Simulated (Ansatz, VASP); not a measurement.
**Na: VASP beside Ansatz**

File INCAR:

```
  PREC = Accurate
  ENCUT = 520
  EDIFF = 1E-6
  ISMEAR = -1
  SIGMA = 0.1
  LREAL = F
  LASPH = T
  NELM = 80
  ALGO = Normal
  ISIF = 2
  LWAVE = F
  LCHARG = T
  LELF = T
  LVHAR = T
  NBANDS = 14
```

File KPOINTS:

```
Automatic mesh
0
Gamma
  11 11 6
```

The input POSCAR:

```
Na
1.0
    3.7132935279      0.0000000000      0.0000000000
   -1.8566467640      3.2158065269      0.0000000000
    0.0000000000      0.0000000000      6.0627157759
Na
2
Direct
    0.3333333333      0.6666666667      0.2500000000
    0.6666666667      0.3333333333      0.7500000000
```

Input for Ansatz:

```yaml
crystal:
  lattice:
    - [3.7132935279, 0.0, 0.0]
    - [-1.856646764, 3.2158065269, 0.0]
    - [0.0, 0.0, 6.0627157759]
  atoms:
    - { symbol: Na, position: [0.3333333333, 0.6666666667, 0.25] }
    - { symbol: Na, position: [0.6666666667, 0.3333333333, 0.75] }
hamiltonian:
  xc: lda
  pseudopotentials:
    kind: paw
    azcp:
      Na: "pseudopotentials/Na.paw.azcp"
basis:
  ecutwfc: 420
  fft_grid_basis: typed
kpoints:
  mp_grid: { grid: [11, 11, 6], shift: [0, 0, 0] }
magnetization:
  spin_polarized: false
scf:
  occupations: { method: fermi_dirac, width: 0.1 }
  lower_state_search: "off"
output:
  stress: true
  write_density: true
  write_potential: true
  elf: true
  volumetric_format: npy
```

Alike in both runs: task single point; functional LDA; k mesh 11 × 11 × 6; occupations fermi-dirac, width 0.1 eV; no spin polarisation.

|  | VASP | Ansatz |
| --- | --- | --- |
| version | VASP 6.6.1 | Ansatz 0.2.0 |
| potentials or method | VASP PAW LDA potentials, release 64 (Na_pv), cutoff 520 eV | plane waves (420 eV) with PAW, scalar-relativistic |
| valence electrons in the cell | 14 | 18 |

```csv
,VASP,Ansatz,Ansatz less VASP
pressure (GPa),-0.6,-0.6,-0.03
"traceless stress, the component that is largest in VASP (GPa)",0.11,0.11,0.000
```

Ansatz warns that its potentials were made for another functional, while VASP's fit it. LDA's correlation is that of Perdew and Zunger in VASP and of Perdew and Wang (1992) in Ansatz. VASP's potentials hold 14 valence electrons a cell and Ansatz's 18, so a difference there can come from the potentials and not from the codes.
